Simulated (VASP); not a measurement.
Input of a VASP 6.6.1 run:

Contents of INCAR:

```
SYSTEM = W
PREC = Accurate
ENCUT = 600
EDIFF = 1E-7
ISMEAR = -1
SIGMA = 0.1
LREAL = .False.
LASPH = .True.
NELM = 60
ALGO = Normal
ISIF = 3
LWAVE = .False.
LCHARG = .False.
IBRION = 2
NSW = 80
EDIFFG = -0.01
```

Contents of KPOINTS:

```
Automatic mesh
0
Gamma
  10 10 10
  0 0 0
```

File POSCAR:

```
W
1.0
    0.0000000000      2.7760741367      2.7760741367
    2.7760741367      0.0000000000      2.7760741367
    2.7760741367      2.7760741367      0.0000000000
W
2
Direct
    0.1250000000      0.1250000000      0.1250000000
    0.8750000000      0.8750000000      0.8750000000
```

Potentials or basis: VASP PAW LDA potentials, release 64 (W_sv).

Run with:

```console
$ cat potpaw_LDA.64/W_sv/POTCAR > POTCAR
$ mpirun -np 1 vasp_std > vasp.out
```

**Question.** What does it give for the relaxed cell?

**Answer.** a = 4.050 Å, b = 4.050 Å, c = 4.050 Å, α = 60.00°, β = 60.00°, γ = 60.00°.

**Question.** What does it give for the band gap on the k mesh?

**Answer.** Zero (bands 14 and 15 overlap by 0.83 eV).

**Question.** What does it give for the relaxed volume?

**Answer.** 23.49 Å³/atom.

**Question.** What does it give for the space group after relaxing (to 0.1 Å)?

**Answer.** Fd-3m (No. 227).

The path:
```csv
step,energy change (eV),largest force (eV/Å),pressure (GPa),volume (Å³)
1,0.0000,0.0000,15.51,42.79
2,0.4681,0.0000,-18.10,56.94
3,-0.1880,0.0000,-0.81,47.28
4,-0.1887,0.0000,-0.08,47.03
5,-0.1887,0.0000,0.17,46.94
6,-0.1887,0.0000,0.17,46.94
7,-0.1887,0.0000,0.16,46.95
8,-0.1887,0.0000,0.15,46.95
9,-0.1887,0.0000,0.15,46.95
10,-0.1887,0.0000,0.15,46.95
11,-0.1887,0.0000,0.16,46.95
12,-0.1887,0.0000,0.15,46.95
13,-0.1887,0.0000,0.15,46.95
14,-0.1887,0.0000,0.14,46.95
15,-0.1887,0.0000,0.12,46.96
16,-0.1887,0.0000,0.05,46.98
```

Caveat: spin-orbit coupling is left out, which moves the levels of the heavy elements.
